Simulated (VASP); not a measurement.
Write the native input for VASP 6.6.1 that does the following.

```yaml
Task: electric field gradients
Functional: PBEsol
Potentials_or_basis: VASP PAW PBE potentials, release 64 (Si, Mo_sv)
Cutoff: 520 eV
k_mesh: 16 × 16 × 16
Occupations: fermi-dirac, width 0.08 eV
Spin: no spin polarisation
Dipole_correction: no
Further_INCAR_settings: ALGO = Normal; EDIFF = 1e-08; NBANDS = 18
```

The structure of Si2Mo lies in POSCAR:

```
Si2Mo
1.0
   -1.6320000000      1.6320000000      3.9305000000
    1.6320000000     -1.6320000000      3.9305000000
    1.6320000000      1.6320000000     -3.9305000000
Si Mo
2 1
Direct
    0.3330000000      0.3330000000      0.0000000000
    0.6670000000      0.6670000000      0.0000000000
    0.0000000000      0.0000000000      0.0000000000
```

This cell differs from its parent crystal: equal xx and yy strain of +2 %.

These files were run (other wordings do the same):

INCAR

```
SYSTEM = Si2Mo
PREC = Accurate
ENCUT = 520
EDIFF = 1E-8
ISMEAR = -1
SIGMA = 0.08
LREAL = .FALSE.
LASPH = .TRUE.
NELM = 100
ALGO = Normal
ISIF = 2
LWAVE = .FALSE.
LCHARG = .FALSE.
GGA = PS
LEFG = .TRUE.
NBANDS = 18
```

KPOINTS

```
regular mesh
0
G
  16 16 16
  0 0 0
```

Potentials or basis: VASP PAW PBE potentials, release 64 (Si, Mo_sv).

The run is started by

```sh
$ cat potpaw_PBE.64/Si/POTCAR potpaw_PBE.64/Mo_sv/POTCAR > POTCAR
$ mpirun -np 1 vasp_std > vasp.out
```

It gave:

| Item | Value |
| --- | --- |
| Pressure | -9.6 GPa |
| Largest force | 0.367 eV/Å |
| Band gap on the k mesh | zero (band 11 reaches 12.01 eV, above the bottom of band 12 at 11.03 eV) |

Caveat: the cell differs from its parent crystal (equal xx and yy strain of +2 %); without QUAD_EFG the Cq values of the log hold for a quadrupole moment of 1 mb, not for the nuclei; the PAW data sets were made with another functional, which shifts forces and pressure a little.

Wall time 4.1 min on 1 thread of AMD EPYC 9R45 96-Core Processor (Zen 5), on a shared host, peak memory 0.36 GiB.
